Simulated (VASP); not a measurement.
# CdTe (F-43m) in VASP: notebook

The runs below take CdTe through relaxation of cell and atoms, with LDA.

All numbers are computed with VASP 6.6.1; they aren't measurements. Logs are shortened: lines on timing, memory, paths and dates and some standing lists are left out, and cuts for length are marked.

### 1 The cell of the first run

It takes space group F-43m (No. 216, cubic). The conventional cell has a = 6.410 Å, b = 6.410 Å, c = 6.410 Å, α = 90.00°, β = 90.00°, γ = 90.00°. Cd (site symmetry -43m) has 4 Te at 2.78 Å within 3.7 Å. Within 3.7 Å of Te (site symmetry -43m) lie 4 Cd at 2.78 Å.

### 2 Relaxation of cell and atoms, LDA, target pressure 2 GPa, at which the enthalpy is minimised

INCAR

```
SYSTEM = CdTe
PREC = Accurate ; ENCUT = 600
EDIFF = 1E-6 ; ISMEAR = 0
SIGMA = 0.01 ; LREAL = .False.
LASPH = .True. ; NELM = 100
ALGO = Normal ; ISIF = 3
LWAVE = .False. ; LCHARG = .False.
IBRION = 2 ; NSW = 100
EDIFFG = -0.002 ; PSTRESS = 20.0
```

KPOINTS

```
Automatic mesh
0
Gamma
  6 6 6
  0 0 0
```

POSCAR

```
CdTe
1.0
    0.0000000000      3.2050000000      3.2050000000
    3.2050000000      0.0000000000      3.2050000000
    3.2050000000      3.2050000000      0.0000000000
Cd Te
1 1
Direct
    0.0000000000      0.0000000000      0.0000000000
    0.7500000000      0.7500000000      0.7500000000
```

Potentials or basis: VASP PAW LDA potentials, release 64 (Cd, Te).

Started as:

```
$ cat potpaw_LDA.64/Cd/POTCAR potpaw_LDA.64/Te/POTCAR > POTCAR
$ mpirun -np 1 vasp_std > vasp.out
```

OUTCAR:

```text
SYSTEM = CdTe
   PREC = Accurate
   ENCUT = 600
   EDIFF = 1E-6
   ISMEAR = 0
   LREAL = .False.
   LASPH = .True.
   NELM = 100
   ISIF = 3
   IBRION = 2
   NSW = 100
   EDIFFG = -0.002
   PSTRESS = 20.0

 ion  position               nearest neighbor table
   1  0.000  0.000  0.000-   2 2.78   2 2.78   2 2.78   2 2.78
   2  0.750  0.750  0.750-   1 2.78   1 2.78   1 2.78   1 2.78

  LATTYP: Found a face centered cubic cell.
 ALAT       =     6.4100000000

  Lattice vectors:

 A1 = (   0.0000000000,   3.2050000000,   3.2050000000)
 A2 = (   3.2050000000,   0.0000000000,   3.2050000000)
 A3 = (   3.2050000000,   3.2050000000,   0.0000000000)

Analysis of symmetry for initial positions (statically):
=====================================================================
 Subroutine PRICEL returns:
 Original cell was already a primitive cell.

 Routine SETGRP: Setting up the symmetry group for a
 face centered cubic supercell.

 Subroutine GETGRP returns: Found 24 space group operations
 (whereof 24 operations were pure point group operations)
 out of a pool of 48 trial point group operations.

The static configuration has the point symmetry T_d .

Analysis of symmetry for dynamics (positions and initial velocities):
=====================================================================
 Subroutine PRICEL returns:
 Original cell was already a primitive cell.

 Routine SETGRP: Setting up the symmetry group for a
 face centered cubic supercell.

 Subroutine GETGRP returns: Found 24 space group operations
 (whereof 24 operations were pure point group operations)
 out of a pool of 48 trial point group operations.

The dynamic configuration has the point symmetry T_d .

 Subroutine INISYM returns: Found 24 space group operations
 (whereof 24 operations are pure point group operations),
 and found     1 'primitive' translations

----------------------------------------------------------------------------------------

                                     Primitive cell

  volume of cell :      65.8437

  direct lattice vectors                    reciprocal lattice vectors
     0.000000000  3.205000000  3.205000000    -0.156006240  0.156006240  0.156006240
     3.205000000  0.000000000  3.205000000     0.156006240 -0.156006240  0.156006240
     3.205000000  3.205000000  0.000000000     0.156006240  0.156006240 -0.156006240

  length of vectors
     4.532554467  4.532554467  4.532554467     0.270210734  0.270210734  0.270210734

  position of ions in fractional coordinates (direct lattice)
     0.000000000  0.000000000  0.000000000
     0.750000000  0.750000000  0.750000000

  ion indices of the primitive-cell ions
   primitive index   ion index
                 1           1
                 2           2

----------------------------------------------------------------------------------------

 KPOINTS: Automatic mesh

Automatic generation of k-mesh.
 Grid dimensions read from file:
 generate k-points for:    6    6    6

 Generating k-lattice:

  Cartesian coordinates                     Fractional coordinates (reciprocal lattice)
    -0.026001040  0.026001040  0.026001040     0.166666667  0.000000000  0.000000000
     0.026001040 -0.026001040  0.026001040     0.000000000  0.166666667  0.000000000
     0.026001040  0.026001040 -0.026001040     0.000000000  0.000000000  0.166666667

  Length of vectors
     0.045035122  0.045035122  0.045035122

  Shift w.r.t. Gamma in fractional coordinates (k-lattice)
     0.000000000  0.000000000  0.000000000

 Subroutine IBZKPT returns following result:
 ===========================================

 Found     16 irreducible k-points:

 Following reciprocal coordinates:
            Coordinates               Weight
  0.000000  0.000000  0.000000      1.000000
  0.166667  0.000000  0.000000      8.000000
  0.333333  0.000000  0.000000      8.000000
  0.500000  0.000000  0.000000      4.000000
  0.166667  0.166667  0.000000      6.000000
  0.333333  0.166667  0.000000     24.000000
[... 8 lines left out ...]
 -0.333333  0.333333  0.166667     24.000000
 -0.333333  0.500000  0.166667     12.000000
   k-points           NKPTS =     16   k-points in BZ     NKDIM =     16   number of bands    NBANDS=     13
   number of dos      NEDOS =    301   number of ions     NIONS =      2
   total plane-waves  NPLWV =  46656
   dimension x,y,z NGX =    36 NGY =   36 NGZ =   36
   dimension x,y,z NGXF=    72 NGYF=   72 NGZF=   72
   ions per type =               1   1
   NGX,Y,Z   is equivalent  to a cutoff of  13.20, 13.20, 13.20 a.u.
   NGXF,Y,Z  is equivalent  to a cutoff of  26.41, 26.41, 26.41 a.u.
 SYSTEM =  CdTe
   PREC   = accura    normal or accurate (medium, high low for compatibility)
   ISTART =      0    job   : 0-new  1-cont  2-samecut
   ICHARG =      2    charge: 1-file 2-atom 10-const
   ISPIN  =      1    spin polarized calculation?
   LNONCOLLINEAR =      F non collinear calculations
   LSORBIT =      F    spin-orbit coupling
   LASPH  =      T    aspherical Exc in radial PAW
   ENCUT  =  600.0 eV  44.10 Ry    6.64 a.u.   9.05  9.05  9.05*2*pi/ulx,y,z
   NELM   =    100;   NELMIN=  2; NELMDL= -5     # of ELM steps
   EDIFF  = 0.1E-05   stopping-criterion for ELM
   LREAL  =      F    real-space projection
   EDIFFG = -.2E-02   stopping-criterion for IOM
   NSW    =    100    number of steps for IOM
   IBRION =      2    ionic relax: 0-MD 1-quasi-New 2-CG
   NFREE  =      1    steps in history (QN), initial steepest desc. (CG)
   ISIF   =      3    stress and relaxation
   ISYM   =      2    0-nonsym 1-usesym 2-fastsym
   POTIM  = 0.5000    time-step for ionic-motion
   TEBEG  =    0.0;   TEEND  =   0.0 temperature during run
   PSTRESS=   20.0 pullay stress
   NELECT =      18.0000    total number of electrons
   NUPDOWN=      -1.0000    fix difference up-down
   EMIN   =  10.00;   EMAX   =-10.00  energy-range for DOS
   EFERMI =   0.00;   METHOD = LEGACY
   ISMEAR =     0;   SIGMA  =   0.01  broadening in eV -4-tet -1-fermi 0-gaus
   EFERMI_NEDOS =   21; number of points for ismear=-14 and -15
   IALGO  =     38    algorithm
   IMIX   =      4    mixing-type and parameters
     AMIX     =   0.40;   BMIX     =  1.00
     AMIX_MAG =   1.60;   BMIX_MAG =  1.00
  volume/ion in A,a.u.               =      32.92       222.17
  Fermi-wavevector in a.u.,A,eV,Ry     =   1.062497  2.007828 15.359610  1.128899
  Thomas-Fermi vector in A             =   2.197950
   LORBIT       =      0    0 simple, 1 ext, 2 COOP (PROOUT), +10 PAW based schemes
   GGA     = CA    functional components
   LHFCALC =     F    Hartree Fock is set to
   AEXX    =    0.0000 exact exchange contribution
   IVDW    =     0    specifies the selected vdW correction
   LEPSILON=     F    determine dielectric tensor
   LRPA    =     F    only Hartree local field effects (RPA)
 conjugate gradient relaxation of ions
 non-spin polarized calculation
 Gauss-broadening in eV      SIGMA  =   0.01
  energy-cutoff  :      600.00
  volume of cell :       65.84
 maximum number of plane-waves:      2215
   NGX = 19   NGY = 19   NGZ = 19

--------------------------------------- Ionic step        1  -------------------------------------------

 number of electron      17.9999995 magnetization

 Free energy of the ion-electron system (eV)
  ---------------------------------------------------
  ext. energy  EPLUGINS =         0.00000000
  ---------------------------------------------------
  free energy    TOTEN  =        -6.04396919 eV

  energy without entropy =       -6.04396919  energy(sigma->0) =       -6.04396919

------------------------ aborting loop because EDIFF is reached ----------------------------------------

  FORCE on cell =-STRESS in cart. coord.  units (eV):
  Direction    XX          YY          ZZ          XY          YZ          ZX
  --------------------------------------------------------------------------------------
  -------------------------------------------------------------------------------------
  Total        0.0920610      0.0920610      0.0920610     -0.0000000     -0.0000000     -0.0000000
  in kB        2.2401257      2.2401257      2.2401257     -0.0000000     -0.0000000     -0.0000000
  external PRESSURE =     -17.7598743 kB  Pullay stress =      20.0000000 kB

 VOLUME and BASIS-vectors are now :
 -----------------------------------------------------------------------------
  energy-cutoff  :      600.00
  volume of cell :       65.84
      direct lattice vectors                 reciprocal lattice vectors
     0.000000000  3.205000000  3.205000000    -0.156006240  0.156006240  0.156006240
     3.205000000  0.000000000  3.205000000     0.156006240 -0.156006240  0.156006240
     3.205000000  3.205000000  0.000000000     0.156006240  0.156006240 -0.156006240
[... 46 lines left out ...]
  FREE ENERGIE OF THE ION-ELECTRON SYSTEM (eV)
  ---------------------------------------------------
  free  energy   TOTEN  =        -6.0101870303 eV

  energy  without entropy=       -6.0101870303  energy(sigma->0) =       -6.01018703

  enthalpy is  TOTEN    =        -5.2309107094 eV   P V=        0.7792763209

--------------------------------------- Ionic step        3  -------------------------------------------

 number of electron      18.0000004 magnetization

 Free energy of the ion-electron system (eV)
  ---------------------------------------------------
  ext. energy  EPLUGINS =         0.00000000
  ---------------------------------------------------
  free energy    TOTEN  =        -6.02885502 eV

  energy without entropy =       -6.02885502  energy(sigma->0) =       -6.02885502

 E-fermi :   2.8985     XC(G=0):  -9.2394

 val. band max:        2.8106987584   @ k =   0.0000   0.0000   0.0000
 cond. band min:       3.5692941381   @ k =   0.0000   0.0000   0.0000
 fundamental gap:      0.7585953797
 Fermi energy:         2.8985480786

 k-point     1 :       0.0000    0.0000    0.0000
  band No.  band energies     occupation
      1      -8.8410      2.00000
      2      -5.7485      2.00000
      3      -5.7485      2.00000
      4      -5.7485      2.00000
      5      -5.4312      2.00000
      6      -5.4312      2.00000
      7       2.8107      2.00000
      8       2.8107      2.00000
      9       2.8107      2.00000
     10       3.5693      0.00000
     11       7.2557      0.00000
     12       7.2557      0.00000
     13       7.2557      0.00000

 k-point     2 :       0.1667    0.0000    0.0000
  band No.  band energies     occupation
      1      -8.7233      2.00000
      2      -5.7257      2.00000
      3      -5.7257      2.00000
      4      -5.6613      2.00000
      5      -5.4330      2.00000
      6      -5.4330      2.00000
      7       0.9153      2.00000
      8       2.5431      2.00000
      9       2.5431      2.00000
     10       4.6684      0.00000
     11       7.4367      0.00000
[... 246 lines left out ...]
 POSITION                                       TOTAL-FORCE (eV/Angst)
 -----------------------------------------------------------------------------------
      0.00000      0.00000      0.00000        -0.000000      0.000000      0.000000
      4.75245      4.75245      4.75245         0.000000     -0.000000     -0.000000
 -----------------------------------------------------------------------------------
    total drift:                               -0.000000     -0.000000     -0.000000

  FREE ENERGIE OF THE ION-ELECTRON SYSTEM (eV)
  ---------------------------------------------------
  free  energy   TOTEN  =        -6.0288550155 eV

  energy  without entropy=       -6.0288550155  energy(sigma->0) =       -6.02885502

  enthalpy is  TOTEN    =        -5.2348409340 eV   P V=        0.7940140814

 reached required accuracy - stopping structural energy minimisation
```

Run time: 34 s. Hardware: 1 thread of Intel Xeon 6975P-C, shared host; peak memory 0.19 GiB.

What came out:

| Property | Result |
| --- | --- |
| Free energy | -6.0289 eV |
| Relaxed volume | 31.80 Å³/atom |
| Relaxed cell | a = 4.481 Å, b = 4.481 Å, c = 4.481 Å, α = 60.00°, β = 60.00°, γ = 60.00° |
| Space group after relaxing (to 0.05 Å) | F-43m (No. 216) |
| Energy change on relaxing (the enthalpy is what falls) | +7.6 meV/atom |
| Ionic steps | 3 |
| Pressure after relaxing | 2.0 GPa |
| Band gap on the k mesh | 0.76 eV, direct |

The path:
```tsv
step	energy change (eV)	largest force (eV/Å)	pressure (GPa)	volume (Å³)
1	0.0000	0.0000	0.22	65.84
2	0.0338	0.0000	3.10	62.43
3	0.0151	0.0000	2.01	63.61
```

Final structure:
```
Cd Te
1.0
     0.00000    3.16830    3.16830
     3.16830    0.00000    3.16830
     3.16830    3.16830    0.00000
Cd Te
1 1
Direct
  0.00000 0.00000 0.00000
  0.75000 0.75000 0.75000
```

Levels at points of the mesh, in eV from the valence-band top:
| k point | band 5 | band 6 | band 7 | band 8 | band 9 | band 10 | band 11 | band 12 | band 13 |
| --- | --- | --- | --- | --- | --- | --- | --- | --- | --- |
| (0.00, 0.00, 0.00) | -8.24 | -8.24 | 0.00 | 0.00 | 0.00 | 0.76 | 4.45 | 4.45 | 4.45 |
| (0.50, 0.00, 0.00) | -8.23 | -7.84 | -4.91 | -0.89 | -0.89 | 1.72 | 5.06 | 5.06 | 6.88 |
| (0.50, 0.50, 0.00) | -8.21 | -7.68 | -4.72 | -2.14 | -2.14 | 2.29 | 2.52 | 9.02 | 9.33 |

Caveat: the cell is relaxed towards a set pressure, so the enthalpy falls and the energy may rise; spin-orbit coupling is left out, which moves the levels of the heavy elements. Zero-point motion and thermal expansion aren't in these numbers.

### 3 Relaxation of cell and atoms, LDA, target pressure 4 GPa, at which the enthalpy is minimised

INCAR

```
SYSTEM = CdTe
PREC = Accurate
ENCUT = 600
EDIFF = 1E-6
ISMEAR = 0
SIGMA = 0.01
LREAL = .FALSE.
LASPH = .TRUE.
NELM = 100
ALGO = Normal
ISIF = 3
LWAVE = .FALSE.
LCHARG = .FALSE.
GGA = CA
IBRION = 2
NSW = 100
EDIFFG = -0.002
PSTRESS = 40.0
```

KPOINTS

```
Automatic mesh
0
G
  6 6 6
  0 0 0
```

POSCAR is that of step 2.

Potentials or basis: VASP PAW LDA potentials, release 64 (Cd, Te).

Started as:

```
$ cat potpaw_LDA.64/Cd/POTCAR potpaw_LDA.64/Te/POTCAR > POTCAR
$ mpirun -np 1 vasp_std > vasp.out
```

Wall time 46 s (1 thread of Intel Xeon 6975P-C, shared host); peak memory 0.19 GiB.

The run converged. Its results:

- Free energy: -5.9903 eV
- Relaxed volume: 30.76 Å³/atom
- Relaxed cell: a = 4.431 Å, b = 4.431 Å, c = 4.431 Å, α = 60.00°, β = 60.00°, γ = 60.00°
- Space group after relaxing (to 0.05 Å): F-43m (No. 216)
- Energy change on relaxing (the enthalpy is what falls): +26.8 meV/atom
- Ionic steps: 6
- Pressure after relaxing: 4.0 GPa
- Band gap on the k mesh: 0.86 eV, direct

Step by step:
```
step  energy change (eV)  largest force (eV/Å)  pressure (GPa)  volume (Å³)
   1              0.0000                0.0000            0.22        65.84
   2              0.1517                0.0000            7.36        58.72
   3              0.0533                0.0000            3.97        61.54
   4              0.0554                0.0000            4.07        61.46
   5              0.0526                0.0000            3.96        61.57
   6              0.0537                0.0000            4.00        61.53
```

Final structure:
```
CELL_PARAMETERS angstrom
0.00000 3.13334 3.13334
3.13334 0.00000 3.13334
3.13334 3.13334 0.00000
ATOMIC_POSITIONS crystal
Cd 0.00000 0.00000 0.00000
Te 0.75000 0.75000 0.75000
```

Levels at points of the mesh, in eV from the valence-band top:
```tsv
k point	band 5	band 6	band 7	band 8	band 9	band 10	band 11	band 12	band 13
(0.00, 0.00, 0.00)	-8.36	-8.36	0.00	0.00	0.00	0.86	4.41	4.41	4.41
(0.50, 0.00, 0.00)	-8.35	-7.93	-5.12	-0.95	-0.95	1.75	5.04	5.04	6.87
(0.50, 0.50, 0.00)	-8.32	-7.75	-4.90	-2.27	-2.27	2.20	2.50	9.22	9.50
```

Caveat: the cell is relaxed towards a set pressure, so the enthalpy falls and the energy may rise; spin-orbit coupling is left out, which moves the levels of the heavy elements.

### 4 Relaxation of cell and atoms, LDA, target pressure 7 GPa, at which the enthalpy is minimised

INCAR

```
SYSTEM = CdTe
PREC = Accurate
ENCUT = 600
EDIFF = 1E-6
ISMEAR = 0
SIGMA = 0.01
LREAL = .False.
LASPH = .True.
NELM = 80
ALGO = Normal
ISIF = 3
LWAVE = .False.
LCHARG = .False.
IBRION = 2
NSW = 100
EDIFFG = -0.002
PSTRESS = 70.0
```

KPOINTS

```
regular mesh
0
Gamma
  6 6 6
  0 0 0
```

POSCAR is that of step 3.

Started as:

```
$ cat potpaw_LDA.64/Cd/POTCAR potpaw_LDA.64/Te/POTCAR > POTCAR
$ mpirun -np 1 vasp_std > vasp.out
```

Run time: 56 s. Hardware: 1 thread of Intel Xeon 6975P-C, shared host; peak memory 0.19 GiB.

The run converged. Its results:

- Free energy: -5.9036 eV
- Relaxed volume: 29.49 Å³/atom
- Relaxed cell: a = 4.369 Å, b = 4.369 Å, c = 4.369 Å, α = 60.00°, β = 60.00°, γ = 60.00°
- Space group after relaxing (to 0.05 Å): F-43m (No. 216)
- Energy change on relaxing (the enthalpy is what falls): +70.2 meV/atom
- Ionic steps: 7
- Pressure after relaxing: 7.0 GPa
- Band gap on the k mesh: 1.00 eV, direct

The path:
| step | energy change (eV) | largest force (eV/Å) | pressure (GPa) | volume (Å³) |
| --- | --- | --- | --- | --- |
| 1 | 0.0000 | 0.0000 | 0.22 | 65.84 |
| 2 | 0.5319 | 0.0000 | 16.49 | 53.45 |
| 3 | 0.1357 | 0.0000 | 6.87 | 59.08 |
| 4 | 0.1414 | 0.0000 | 7.04 | 58.95 |
| 5 | 0.1390 | 0.0000 | 6.97 | 59.01 |
| 6 | 0.1401 | 0.0000 | 6.99 | 58.98 |
| 7 | 0.1404 | 0.0000 | 7.01 | 58.98 |

Final structure:
```
Cd Te
1.0
     0.00000    3.08945    3.08945
     3.08945    0.00000    3.08945
     3.08945    3.08945    0.00000
Cd Te
1 1
Cartesian
  0.0000 0.0000 0.0000
  4.6342 4.6342 4.6342
```

Levels at points of the mesh, in eV from the valence-band top:
```
           k point  band 6  band 7  band 8  band 9  band 10  band 11  band 12  band 13
(0.00, 0.00, 0.00)   -8.53    0.00    0.00    0.00     1.00     4.36     4.36     4.36
(0.50, 0.00, 0.00)   -8.06   -5.41   -1.03   -1.03     1.79     5.00     5.00     6.85
(0.50, 0.50, 0.00)   -7.87   -5.13   -2.44   -2.44     2.09     2.45     9.49     9.71
```

Caveat: the cell is relaxed towards a set pressure, so the enthalpy falls and the energy may rise; spin-orbit coupling is left out, which moves the levels of the heavy elements. Zero-point motion and thermal expansion aren't in these numbers.

### 5 The runs side by side

```csv
cell,gap on the mesh (eV),pressure (GPa)
relaxed to 2 GPa,0.76,2.0
relaxed to 4 GPa,0.86,4.0
relaxed to 7 GPa,1.00,7.0
```

Alike in all rows: task relaxation of cell and atoms; level LDA; potentials or basis VASP PAW LDA potentials, release 64 (Cd, Te); no spin polarisation; k mesh 6 × 6 × 6; cutoff (eV) 600; smearing gaussian 0.01 eV.

Caveats: the cell is relaxed towards a set pressure, so the enthalpy falls and the energy may rise; spin-orbit coupling is left out, which moves the levels of the heavy elements.

Total energies depend on the potentials used, so only differences within one code and one set of settings carry meaning.
